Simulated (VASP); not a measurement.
Runs of VASP 6.6.1 on TePb. The structure is that of space group I4/mmm (No. 139), or close to it. The cells are those of the table. 

```tsv
cell	gap on the mesh (eV)	pressure (GPa)
a = 4.446, b = 4.446, c = 4.958 Å, angles 56.1, 56.1, 67.8°, 2 atoms	none	6.8
a = 4.509, b = 4.509, c = 4.692 Å, angles 58.6, 58.6, 62.7°, 2 atoms	0.32	(b)
a = 4.744, b = 4.744, c = 4.295 Å, angles 63.1, 63.1, 53.8°, 2 atoms	(a)	3.6
a = 4.979, b = 4.979, c = 4.066 Å, angles 65.9, 65.9, 48.2°, 2 atoms	none	10.6
a = 4.436, b = 4.436, c = 5.123 Å, angles 54.7, 54.7, 70.5°, 2 atoms	none	13.8
a = 4.647, b = 4.647, c = 4.421 Å, angles 61.6, 61.6, 56.8°, 2 atoms	0.30	0.9
a = 4.443, b = 4.443, c = 5.268 Å, angles 53.6, 53.6, 72.7°, 2 atoms	none	(c)
```

Alike in all rows: task single point; level PBEsol; potentials or basis VASP PAW PBE potentials, release 64 (Te, Pb_d); no spin polarisation; k mesh 8 × 8 × 8; cutoff (eV) 520; smearing gaussian 0.05 eV.

Problem. Estimate the missing entries.

Solution. (a) 0.09; (b) 0.8; (c) 22.8.

Caveats: the PAW data sets were made with another functional, which shifts forces and pressure a little; spin-orbit coupling is left out, which moves the levels of the heavy elements; the cell stands under pressure (at least some runs).

A k mesh can miss the band edges, and the runs leave out spin-orbit coupling on Pb, Te.

A gap of «none» marks levels without a gap at the run's occupations.
